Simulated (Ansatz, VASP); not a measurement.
This is a calculation of CuO for VASP 6.6.1.

INCAR

```
ALGO     = Normal         # electronic algorithm
EDIFF    = 1E-6           # SCF threshold, eV
ENCUT    = 520            # plane-wave cutoff, eV
GGA      = CA             # functional
ISIF     = 2              # what is computed and relaxed
ISMEAR   = -1             # smearing method
LASPH    = True           # aspherical terms in the spheres
LCHARG   = False          # write CHGCAR
LREAL    = False          # projectors in reciprocal space
LWAVE    = False          # write WAVECAR
NBANDS   = 25             # bands
NELM     = 100            # most SCF steps
PREC     = Accurate       # precision mode
SIGMA    = 0.05           # smearing width, eV
```

File KPOINTS:

```
k-points
0
Gamma
  9 9 5
```

The input POSCAR:

```
CuO
1.0
    2.0041536028     -2.1678123362      0.0000000000
    2.0041536028      2.1678123362      0.0000000000
    0.0000000000      0.0000000000      5.1900742137
Cu O
2 2
Direct
    0.5000000000      0.0000000000      0.0000000000
    0.0000000000      0.5000000000      0.5000000000
    0.5000000000      0.5000000000      0.2500000000
    0.5000000000      0.5000000000      0.7500000000
```

Potentials or basis: VASP PAW LDA potentials, release 64 (Cu, O).

Run with:

```sh
$ cat potpaw_LDA.64/Cu/POTCAR potpaw_LDA.64/O/POTCAR > POTCAR
$ mpirun -np 1 vasp_std > vasp.out
```

Set up the same calculation for Ansatz 0.2.0. Potentials there: Ansatz PAW.

As run (the cutoff follows the program's own potentials):

input.yaml

```yaml
crystal:
  lattice:
    - [2.0041536028, -2.1678123362, 0.0]
    - [2.0041536028, 2.1678123362, 0.0]
    - [0.0, 0.0, 5.1900742137]
  atoms:
    - { symbol: Cu, position: [0.5, 0.0, 0.0] }
    - { symbol: Cu, position: [0.0, 0.5, 0.5] }
    - { symbol: O, position: [0.5, 0.5, 0.25] }
    - { symbol: O, position: [0.5, 0.5, 0.75] }
hamiltonian:
  xc: lda
  pseudopotentials: { kind: paw }
kpoints:
  mp_grid: { grid: [9, 9, 5] }
scf:
  occupations: { method: fermi_dirac, width: 0.05 }
output:
  forces: true
  stress: true
  eigenvalues: true
```

Potentials or basis: Ansatz PAW.

Command:

```sh
$ ansatz run input.yaml --threads 2 --pin off --max-ram 5632MiB --backend cpu --events-out ev --progress --plain --runs-dir out
```

Both were run:

|  | VASP | Ansatz | Ansatz less VASP |
| --- | --- | --- | --- |
| gap on the k mesh at the Fermi level (eV) | none | none | - |
| pressure (GPa) | -14.1 | -14.7 | -0.68 |
| traceless stress, the component that is largest in VASP (GPa) | -3.22 | -3.48 | -0.260 |

LDA's correlation is that of Perdew and Zunger in VASP and of Perdew and Wang (1992) in Ansatz. A gap of «none» marks a metal or a gap that the smearing closes. VASP's potentials hold 34 valence electrons a cell and Ansatz's 50, so a difference there can come from the potentials and not from the codes.
